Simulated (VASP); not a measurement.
# PtSe2 (C2/m) in VASP: single point with PBEsol

Aim: the single point of PtSe2 with PBEsol.

All numbers are computed with VASP 6.6.1; they aren't measurements. Logs are shortened: lines on timing, memory, paths and dates and some standing lists are left out, and cuts for length are marked.

### 1 The cell of the first run

The structure is monoclinic, space group C2/m (No. 12). The conventional cell has a = 6.514 Å, b = 3.986 Å, c = 4.863 Å, α = 90.00°, β = 90.00°, γ = 90.00°. Pt (site symmetry 2/m) has 6 Se at 2.51 to 2.60 Å within 3.3 Å. Se (site symmetry m) has 3 Pt at 2.51 to 2.60 Å and 6 Se at 3.18 to 3.40 Å within 3.5 Å.

### 2 Single point, PBEsol (strain +0.0600 x Voigt [1, 0, 0, 0, 0, 0])

INCAR reads:

```
PREC     = Accurate       # precision mode
ENCUT    = 520            # plane-wave cutoff, eV
EDIFF    = 1E-7           # SCF threshold, eV
ISMEAR   = 0              # smearing method
SIGMA    = 0.15           # smearing width, eV
LREAL    = F              # projectors in reciprocal space
LASPH    = T              # aspherical terms in the spheres
NELM     = 100            # most SCF steps
ALGO     = Normal         # electronic algorithm
ISIF     = 2              # what is computed and relaxed
LWAVE    = F              # write WAVECAR
LCHARG   = F              # write CHGCAR
GGA      = PS             # functional
NBANDS   = 18             # bands
```

KPOINTS reads:

```
Automatic mesh
0
Gamma
  12 12 10
```

POSCAR reads:

```
PtSe2
1.0
    3.9863684015      0.0000000000      0.0000000000
   -1.9931842007      3.2568833062      0.0000000000
    0.0000000000      0.0000000000      4.8633103101
Pt Se
1 2
Direct
    0.0000000000      0.0000000000      0.0000000000
    0.3333333333      0.6666666667      0.2606754608
    0.6666666667      0.3333333333      0.7393245392
```

Potentials or basis: VASP PAW PBE potentials, release 64 (Pt, Se).

Started as:

```bash
$ cat potpaw_PBE.64/Pt/POTCAR potpaw_PBE.64/Se/POTCAR > POTCAR
$ mpirun -np 1 vasp_std > vasp.out
```

OUTCAR:

```text
PREC = Accurate
   ENCUT = 520
   EDIFF = 1E-7
   ISMEAR = 0
   LREAL = F
   LASPH = T
   NELM = 100
   ISIF = 2
   GGA = PS

 ion  position               nearest neighbor table
   1  0.000  0.000  0.000-   2 2.51   3 2.51   3 2.60   2 2.60   3 2.60   2 2.60
   2  0.333  0.667  0.261-   1 2.51   1 2.60   1 2.60
   3  0.667  0.333  0.739-   1 2.51   1 2.60   1 2.60

  Warning from LATTYP: Monoclinic adjustment (A1->A3, A2->A1, A3->A2)!
  LATTYP: Found a base centered orthorhombic cell.
 ALAT       =     3.9863684015
 B/A-ratio  =     1.6340101958
 C/A-ratio  =     1.2199851645

  Lattice vectors:

 A1 = (   1.9931842007,  -3.2568833062,   0.0000000000)
 A2 = (   1.9931842008,   3.2568833062,   0.0000000000)
 A3 = (   0.0000000000,   0.0000000000,   4.8633103101)

Analysis of symmetry for initial positions (statically):
=====================================================================
 Subroutine PRICEL returns:
 Original cell was already a primitive cell.

 Routine SETGRP: Setting up the symmetry group for a
 base centered orthorhombic supercell.

 Subroutine GETGRP returns: Found  4 space group operations
 (whereof  4 operations were pure point group operations)
 out of a pool of  8 trial point group operations.

The static configuration has the point symmetry C_2h.

Analysis of symmetry for dynamics (positions and initial velocities):
=====================================================================
 Subroutine PRICEL returns:
 Original cell was already a primitive cell.

 Routine SETGRP: Setting up the symmetry group for a
 base centered orthorhombic supercell.

 Subroutine GETGRP returns: Found  4 space group operations
 (whereof  4 operations were pure point group operations)
 out of a pool of  8 trial point group operations.

The dynamic configuration has the point symmetry C_2h.

 Subroutine INISYM returns: Found  4 space group operations
 (whereof  4 operations are pure point group operations),
 and found     1 'primitive' translations

----------------------------------------------------------------------------------------

                                     Primitive cell

  volume of cell :      63.1410

  direct lattice vectors                    reciprocal lattice vectors
     3.986368402  0.000000000  0.000000000     0.250854888  0.153521006  0.000000000
    -1.993184201  3.256883306  0.000000000     0.000000000  0.307042011  0.000000000
     0.000000000  0.000000000  4.863310310     0.000000000  0.000000000  0.205621261

  length of vectors
     3.986368402  3.818386063  4.863310310     0.294103509  0.307042011  0.205621261

  position of ions in fractional coordinates (direct lattice)
     0.000000000  0.000000000  0.000000000
     0.333333333  0.666666667  0.260675461
     0.666666667  0.333333333  0.739324539

  ion indices of the primitive-cell ions
   primitive index   ion index
                 1           1
                 2           2
                 3           3

----------------------------------------------------------------------------------------

 KPOINTS: Automatic mesh

Automatic generation of k-mesh.
 Grid dimensions read from file:
 generate k-points for:   12   12   10

 Generating k-lattice:

  Cartesian coordinates                     Fractional coordinates (reciprocal lattice)
     0.020904574  0.012793417  0.000000000     0.083333333  0.000000000  0.000000000
     0.000000000  0.025586834  0.000000000     0.000000000  0.083333333  0.000000000
     0.000000000  0.000000000  0.020562126     0.000000000  0.000000000  0.100000000

  Length of vectors
     0.024508626  0.025586834  0.020562126

  Shift w.r.t. Gamma in fractional coordinates (k-lattice)
     0.000000000  0.000000000  0.000000000

 Subroutine IBZKPT returns following result:
 ===========================================

 Found    398 irreducible k-points:

 Following reciprocal coordinates:
            Coordinates               Weight
  0.000000  0.000000  0.000000      1.000000
  0.083333  0.000000  0.000000      4.000000
  0.166667  0.000000  0.000000      4.000000
  0.250000  0.000000  0.000000      4.000000
  0.333333  0.000000  0.000000      4.000000
  0.416667  0.000000  0.000000      4.000000
[... 16 lines left out ...]
  0.333333  0.166667  0.000000      4.000000
  0.416667  0.166667  0.000000      4.000000
 [... further k-points ...]
   k-points           NKPTS =    398   k-points in BZ     NKDIM =    398   number of bands    NBANDS=     18
   number of dos      NEDOS =    301   number of ions     NIONS =      3
   total plane-waves  NPLWV =  30240
   dimension x,y,z NGX =    30 NGY =   28 NGZ =   36
   dimension x,y,z NGXF=    60 NGYF=   56 NGZF=   72
   ions per type =               1   2
   NGX,Y,Z   is equivalent  to a cutoff of  12.51, 12.19, 12.31 a.u.
   NGXF,Y,Z  is equivalent  to a cutoff of  25.02, 24.38, 24.61 a.u.
 SYSTEM =  unknown system
   PREC   = accura    normal or accurate (medium, high low for compatibility)
   ISTART =      0    job   : 0-new  1-cont  2-samecut
   ICHARG =      2    charge: 1-file 2-atom 10-const
   ISPIN  =      1    spin polarized calculation?
   LNONCOLLINEAR =      F non collinear calculations
   LSORBIT =      F    spin-orbit coupling
   LASPH  =      T    aspherical Exc in radial PAW
   ENCUT  =  520.0 eV  38.22 Ry    6.18 a.u.   7.41  7.10  9.04*2*pi/ulx,y,z
   NELM   =    100;   NELMIN=  2; NELMDL= -5     # of ELM steps
   EDIFF  = 0.1E-06   stopping-criterion for ELM
   LREAL  =      F    real-space projection
   EDIFFG = 0.1E-05   stopping-criterion for IOM
   NSW    =      0    number of steps for IOM
   IBRION =     -1    ionic relax: 0-MD 1-quasi-New 2-CG
   NFREE  =      0    steps in history (QN), initial steepest desc. (CG)
   ISIF   =      2    stress and relaxation
   ISYM   =      2    0-nonsym 1-usesym 2-fastsym
   POTIM  = 0.5000    time-step for ionic-motion
   TEBEG  =    0.0;   TEEND  =   0.0 temperature during run
   PSTRESS=    0.0 pullay stress
   NELECT =      22.0000    total number of electrons
   NUPDOWN=      -1.0000    fix difference up-down
   EMIN   =  10.00;   EMAX   =-10.00  energy-range for DOS
   EFERMI =   0.00;   METHOD = LEGACY
   ISMEAR =     0;   SIGMA  =   0.15  broadening in eV -4-tet -1-fermi 0-gaus
   EFERMI_NEDOS =   21; number of points for ismear=-14 and -15
   IALGO  =     38    algorithm
   IMIX   =      4    mixing-type and parameters
     AMIX     =   0.40;   BMIX     =  1.00
     AMIX_MAG =   1.60;   BMIX_MAG =  1.00
  volume/ion in A,a.u.               =      21.05       142.03
  Fermi-wavevector in a.u.,A,eV,Ry     =   1.151981  2.176928 18.055740  1.327059
  Thomas-Fermi vector in A             =   2.288635
   LORBIT       =      0    0 simple, 1 ext, 2 COOP (PROOUT), +10 PAW based schemes
   GGA     = PS    functional components
   LHFCALC =     F    Hartree Fock is set to
   AEXX    =    0.0000 exact exchange contribution
   IVDW    =     0    specifies the selected vdW correction
   LEPSILON=     F    determine dielectric tensor
   LRPA    =     F    only Hartree local field effects (RPA)
 non-spin polarized calculation
 Gauss-broadening in eV      SIGMA  =   0.15
  energy-cutoff  :      520.00
  volume of cell :       63.14
 maximum number of plane-waves:      1736
 NGX is ok and might be reduce to    30
   NGX = 15   NGY = 15   NGZ = 19

 number of electron      21.9999999 magnetization

 Free energy of the ion-electron system (eV)
  ---------------------------------------------------
  ext. energy  EPLUGINS =         0.00000000
  ---------------------------------------------------
  free energy    TOTEN  =       -15.76547643 eV

  energy without entropy =      -15.75591100  energy(sigma->0) =      -15.76069371

 E-fermi :   5.6906     XC(G=0): -10.6858

 val. band max:        5.6889288421   @ k =  -0.1667   0.0833   0.0000
 cond. band min:       5.6975710677   @ k =  -0.3333   0.1667   0.5000
 fundamental gap:      0.0086422256
 Fermi energy:         5.6905888264

 k-point     1 :       0.0000    0.0000    0.0000
  band No.  band energies     occupation
      1      -9.4541      2.00000
      2      -6.6371      2.00000
      3      -0.8304      2.00000
      4      -0.1479      2.00000
      5      -0.1266      2.00000
      6       2.1896      2.00000
[... 10 lines left out ...]
     17      13.3696      0.00000
     18      17.0072      0.00000

 k-point     2 :       0.0833    0.0000    0.0000
  band No.  band energies     occupation
      1      -9.3892      2.00000
      2      -6.6762      2.00000
      3      -0.7487      2.00000
      4      -0.0897      2.00000
      5      -0.0703      2.00000
      6       2.1080      2.00000
[... 10 lines left out ...]
     17      13.4274      0.00000
     18      15.8813      0.00000

 k-point     3 :       0.1667    0.0000    0.0000
  band No.  band energies     occupation
      1      -9.2004      2.00000
      2      -6.7862      2.00000
      3      -0.5165      2.00000
      4       0.0366      2.00000
      5       0.1303      2.00000
      6       1.7421      2.00000
[... 10 lines left out ...]
     17      13.8230      0.00000
     18      14.7346      0.00000

 k-point     4 :       0.2500    0.0000    0.0000
  band No.  band energies     occupation
      1      -8.9074      2.00000
      2      -6.9513      2.00000
      3      -0.1966      2.00000
      4       0.2162      2.00000
      5       0.4069      2.00000
      6       1.0795      2.00000
[... 375 lines left out ...]
      4       0.3035      2.00000
      5       0.7807      2.00000
      6       0.8935      2.00000
[... 10 lines left out ...]
     17      13.8467      0.00000
     18      14.4990      0.00000

 k-point    23 :       0.3333    0.1667    0.0000
  band No.  band energies     occupation
      1      -8.0110      2.00000
      2      -7.4350      2.00000
      3      -0.6106      2.00000
      4       0.3602      2.00000
      5       0.8936      2.00000
      6       1.1734      2.00000
[... 10 lines left out ...]
     17      14.0599      0.00000
     18      14.9792      0.00000

 k-point    24 :       0.4167    0.1667    0.0000
  band No.  band energies     occupation
      1      -7.8690      2.00000
      2      -7.5326      2.00000
      3      -0.7738      2.00000
      4       0.3089      2.00000
      5       0.9384      2.00000
      6       1.2489      2.00000
[... 10 lines left out ...]
     17      14.5734      0.00000
     18      15.4908      0.00000

 [... further k-points ...]
[... 5 lines left out ...]
  --------------------------------------------------------------------------------------
  -------------------------------------------------------------------------------------
  Total       -4.8069082     -1.8532015     -1.6975081     -0.0000000      0.7174252      0.0000000
  in kB     -121.9733080    -47.0242204    -43.0735660     -0.0000000     18.2043678      0.0000000
  external PRESSURE =     -70.6903648 kB  Pullay stress =       0.0000000 kB

 VOLUME and BASIS-vectors are now :
 -----------------------------------------------------------------------------
  energy-cutoff  :      520.00
  volume of cell :       63.14
      direct lattice vectors                 reciprocal lattice vectors
     3.986368402  0.000000000  0.000000000     0.250854888  0.153521006  0.000000000
    -1.993184201  3.256883306  0.000000000     0.000000000  0.307042011  0.000000000
     0.000000000  0.000000000  4.863310310     0.000000000  0.000000000  0.205621261

 POSITION                                       TOTAL-FORCE (eV/Angst)
 -----------------------------------------------------------------------------------
      0.00000      0.00000      0.00000         0.000000      0.000000      0.000000
     -0.00000      2.17126      1.26775         0.000000      0.149656     -0.478746
      1.99318      1.08563      3.59556        -0.000000     -0.149656      0.478746
 -----------------------------------------------------------------------------------
    total drift:                                0.000000     -0.000000      0.000000

  FREE ENERGIE OF THE ION-ELECTRON SYSTEM (eV)
  ---------------------------------------------------
  free  energy   TOTEN  =       -15.7654764256 eV

  energy  without entropy=      -15.7559110040  energy(sigma->0) =      -15.76069371
```

It took 2.9 min on 1 thread of AMD EPYC 9R45 (Zen 5), shared host; peak memory 0.51 GiB.

Results:

```
Free energy            : -15.7655 eV
Pressure               : -7.1 GPa
Largest force          : 0.502 eV/Å
Band gap on the k mesh : zero (bands 11 and 12 overlap by 0.88 eV)
```

Forces on the atoms (eV/Å):
```
Pt   0.000  0.000  0.000
Se   0.000  0.150 -0.479
Se   0.000 -0.150  0.479
```

Stress tensor (GPa, compression positive):
```
-12.20   0.00   0.00
  0.00  -4.70   1.82
  0.00   1.82  -4.31
```

Levels at points of the mesh, in eV from the Fermi level:
```
           k point  band 9  band 10  band 11  band 12  band 13  band 14
(0.00, 0.00, 0.00)   -1.04    -0.83     0.78     1.05     1.16     3.42
(0.50, 0.00, 0.00)   -3.09    -2.94    -2.68     0.48     2.44     4.94
(0.00, 0.50, 0.00)   -3.05    -3.04    -2.66     0.66     2.26     4.40
(0.00, 0.00, 0.50)   -1.65    -1.63    -1.43     2.12     2.24     4.91
(0.50, 0.00, 0.50)   -2.85    -2.34    -0.87     0.78     1.30     4.78
(0.00, 0.50, 0.50)   -2.76    -2.67    -1.05     0.59     1.25     4.77
```

Caveat: the cell differs from its parent crystal (strain +0.0600 x Voigt [1, 0, 0, 0, 0, 0]); the stress differs along the axes, from -12 to -4 GPa; the PAW data sets were made with another functional, which shifts forces and pressure a little; spin-orbit coupling is left out, which moves the levels of the heavy elements.
